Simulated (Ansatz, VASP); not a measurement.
## Two plane-wave programs on InO

The input INCAR:

```
ALGO = Normal ; EDIFF = 1E-7
ENCUT = 520 ; GGA = PS
ISIF = 2 ; ISMEAR = 0
IVDW = 12 ; LASPH = True
LCHARG = False ; LREAL = False
LWAVE = False ; NBANDS = 27
NELM = 80 ; PREC = Accurate
SIGMA = 0.03
```

KPOINTS

```
k-points
0
Gamma
  12 12 4
```

File POSCAR:

```
InO
1.0
    3.2499750169      0.0000000000      0.0000000000
   -1.6249875085      2.8145609263      0.0000000000
    0.0000000000      0.0000000000     17.9291077610
In O
2 2
Direct
    0.6666666667      0.3333333333      0.5900210000
    0.6666666667      0.3333333333      0.4099790000
    0.0000000000      0.0000000000      0.6398670000
    0.0000000000      0.0000000000      0.3601330000
```

Input for Ansatz:

```yaml
crystal:
  lattice:
    - [3.2499750169, 0.0, 0.0]
    - [-1.6249875085, 2.8145609263, 0.0]
    - [0.0, 0.0, 17.929107761]
  atoms:
    - { symbol: In, position: [0.6666666667, 0.3333333333, 0.590021] }
    - { symbol: In, position: [0.6666666667, 0.3333333333, 0.409979] }
    - { symbol: O, position: [0.0, 0.0, 0.639867] }
    - { symbol: O, position: [0.0, 0.0, 0.360133] }
basis:
  ecutwfc: 420
kpoints:
  mp_grid: { grid: [12, 12, 4] }
hamiltonian:
  xc: pbesol
  dispersion: d3bj
scf:
  occupations: { method: gaussian, width: 0.03 }
output:
  forces: true
  stress: true
  eigenvalues: true
```

Alike in both runs: task single point; functional PBEsol; dispersion D3(BJ); k mesh 12 × 12 × 4; occupations gaussian, width 0.03 eV; no spin polarisation.

```csv
,VASP,Ansatz
version,VASP 6.6.1,Ansatz 0.2.0
potentials or method,"VASP PAW PBE potentials, release 64 (In_d, O), cutoff 520 eV","scalar-relativistic, plane waves, PAW"
valence electrons in the cell,38,38
```

```csv
,VASP,Ansatz,Ansatz less VASP
gap on the k mesh at the Fermi level (eV),none,none,-
rms of the force components (eV/Å),0.464,0.446,-0.0176
```

VASP's potentials were made for PBE, not for PBEsol. Atom by atom the forces differ by 0.026 eV/Å (rms over components). A gap of «none» marks a metal or a gap that the smearing closes.
